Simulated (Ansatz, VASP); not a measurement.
**Be2C3: VASP beside Ansatz**

File INCAR:

```
  PREC = Accurate
  ENCUT = 600
  EDIFF = 1E-6
  ISMEAR = 0
  SIGMA = 0.1
  LREAL = F
  LASPH = T
  NELM = 150
  ALGO = Normal
  ISIF = 3
  LWAVE = F
  LCHARG = F
  ISPIN = 2
  MAGMOM = 0 0 1 1 1
  LORBIT = 11
  GGA = PE
  IBRION = 2
  NSW = 90
  EDIFFG = -0.04
```

The input KPOINTS:

```
regular mesh
0
Gamma
  6 6 6
```

Contents of POSCAR:

```
Be2C3
1.0
   -1.6700601800      2.8924456800      3.1828070700
    1.6700601800     -2.8924456800      3.1828070700
    1.6700601800      2.8924456800     -3.1828070700
Be C
2 3
Direct
    0.1449310000      0.5000000000      0.6449310000
    0.8550690000      0.5000000000      0.3550690000
    0.0000000000      0.7539309000      0.7539309000
    0.0000000000      0.2460691000      0.2460691000
    0.5000000000      0.5000000000      0.0000000000
```

Input for Ansatz:

```yaml
crystal:
  lattice:
    - [-1.67006018, 2.89244568, 3.18280707]
    - [1.67006018, -2.89244568, 3.18280707]
    - [1.67006018, 2.89244568, -3.18280707]
  atoms:
    - { symbol: Be, position: [0.144931, 0.5, 0.644931] }
    - { symbol: Be, position: [0.855069, 0.5, 0.355069] }
    - { symbol: C, position: [0.0, 0.7539309, 0.7539309], spin: 1.0 }
    - { symbol: C, position: [0.0, 0.2460691, 0.2460691], spin: 1.0 }
    - { symbol: C, position: [0.5, 0.5, 0.0], spin: 1.0 }
basis:
  ecutwfc: 420
kpoints:
  mp_grid: { grid: [6, 6, 6] }
hamiltonian:
  xc: pbe
scf:
  occupations: { method: gaussian, width: 0.1 }
  lower_state_search: "off"
output:
  forces: true
  stress: true
  eigenvalues: true
  populations: true
magnetization:
  spin_polarized: true
relax:
  adjacent_minimum: "off"
  f_tol: 0.04
  max_steps: 70
  cell: { stress_tol: 0.4 }
```

Alike in both runs: task relaxation of cell and atoms; functional PBE; k mesh 6 × 6 × 6; occupations gaussian, width 0.1 eV; collinear spin.

|  | VASP | Ansatz |
| --- | --- | --- |
| version | VASP 6.6.1 | Ansatz 0.2.0 |
| potentials or method | VASP PAW PBE potentials, release 64 (Be, C), cutoff 600 eV | scalar-relativistic, plane waves, PAW |
| valence electrons in the cell | 16 | 16 |

|  | VASP | Ansatz | Ansatz less VASP |
| --- | --- | --- | --- |
| gap on the k mesh at the Fermi level, each at its own relaxed structure (eV) | none | none | - |
| net moment per atom (μB) | 0.00 | 0.38 | +0.379 |
| size of the moment on the site where the two differ most (μB) | 0.00 | 0.63 | +0.633 |
| relaxed volume (Å³/atom) | 10.09 | 16.49 | +6.403 |
| relaxed length of the cell vector where the two differ most in proportion (Å) | 4.085 | 5.000 | +0.9146 |

The net moments are unlike, so the other rows may belong to different states. Site moments also hang on the region over which each program counts them. A gap of «none» marks a metal or a gap that the smearing closes.

The k mesh is coarse, so the values compare programs but aren't converged. Noted on VASP's run: the volume moved by over 15 % at a fixed basis, so the end points are rough.
